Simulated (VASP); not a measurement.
Input of a VASP 6.6.1 run:

POSCAR

```
In2BiP
1.0
    4.4589491389      0.0000000000      0.0000000000
    0.0000000000      4.4589491389      0.0000000000
    0.0000000000      0.0000000000      6.3674688206
P In Bi
1 2 1
Direct
    0.0000000000      0.0000000000      0.0000000000
    0.0000000000      0.5000000000      0.7814219074
    0.5000000000      0.0000000000      0.2185780926
    0.5000000000      0.5000000000      0.5000000000
```

The input INCAR.step1:

```
SYSTEM = In2BiP
PREC = Accurate
ENCUT = 520
ISMEAR = -1
SIGMA = 0.02
LREAL = .FALSE.
LASPH = .TRUE.
NELM = 80
NBANDS = 31
GGA = PE
ALGO = Normal
EDIFF = 1E-4
LWAVE = .TRUE.
LCHARG = .FALSE.
```

INCAR.step2

```
SYSTEM = In2BiP
PREC = Accurate
ENCUT = 520
EDIFF = 1E-6
ISMEAR = -1
SIGMA = 0.02
LREAL = .FALSE.
LASPH = .TRUE.
NELM = 80
ALGO = Normal
ISIF = 2
LWAVE = .FALSE.
LCHARG = .FALSE.
METAGGA = R2SCAN
LMIXTAU = .TRUE.
NBANDS = 31
ISTART = 1
```

The input KPOINTS:

```
Automatic mesh
0
G
  6 6 4
  0 0 0
```

Potentials or basis: VASP PAW PBE potentials, release 64 (P, In_d, Bi_d).

Launch:

```sh
$ cat potpaw_PBE.64/P/POTCAR potpaw_PBE.64/In_d/POTCAR potpaw_PBE.64/Bi_d/POTCAR > POTCAR
$ cp INCAR.step1 INCAR
$ mpirun -np 1 vasp_std > vasp.out
$ cp INCAR.step2 INCAR
$ mpirun -np 1 vasp_std > vasp.out
```

(1) Predict the pressure.

(2) Estimate the band gap on the k mesh.

Answers

(1) -0.1 GPa.

(2) zero (filled and empty bands touch).

Caveat: the PAW data sets were made with another functional, which shifts forces and pressure a little; spin-orbit coupling is left out, which moves the levels of the heavy elements.
